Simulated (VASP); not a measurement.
A run of VASP 6.6.1:

File INCAR:

```
SYSTEM = KCl
  PREC = Accurate
  ENCUT = 520
  EDIFF = 1E-6
  ISMEAR = 0
  SIGMA = 0.05
  LREAL = .False.
  LASPH = .True.
  NELM = 80
  ALGO = Normal
  ISIF = 2
  LWAVE = .False.
  LCHARG = .False.
  NBANDS = 15
```

File KPOINTS:

```
regular mesh
0
Gamma
  6 6 6
  0 0 0
```

File POSCAR:

```
KCl
1.0
    3.9351759000      0.0000000000      0.0000000000
    0.0000000000      3.9351759000      0.0000000000
    0.0000000000      0.0000000000      3.7432161000
K Cl
1 1
Direct
    0.0000000000      0.0000000000      0.0000000000
    0.5000000000      0.5000000000      0.5000000000
```

Potentials or basis: VASP PAW LDA potentials, release 64 (K_sv, Cl).

Launch:

```console
$ cat potpaw_LDA.64/K_sv/POTCAR potpaw_LDA.64/Cl/POTCAR > POTCAR
$ mpirun -np 1 vasp_std > vasp.out
```

Hardware: 1 thread of Intel Xeon 8259CL, on a shared host.

Question: Estimate the wall time of this run.

Answer: Wall time 50 s on 1 thread of Intel Xeon 8259CL (shared host), peak memory 0.16 GiB. Counts: scf iterations 12, k points 40.
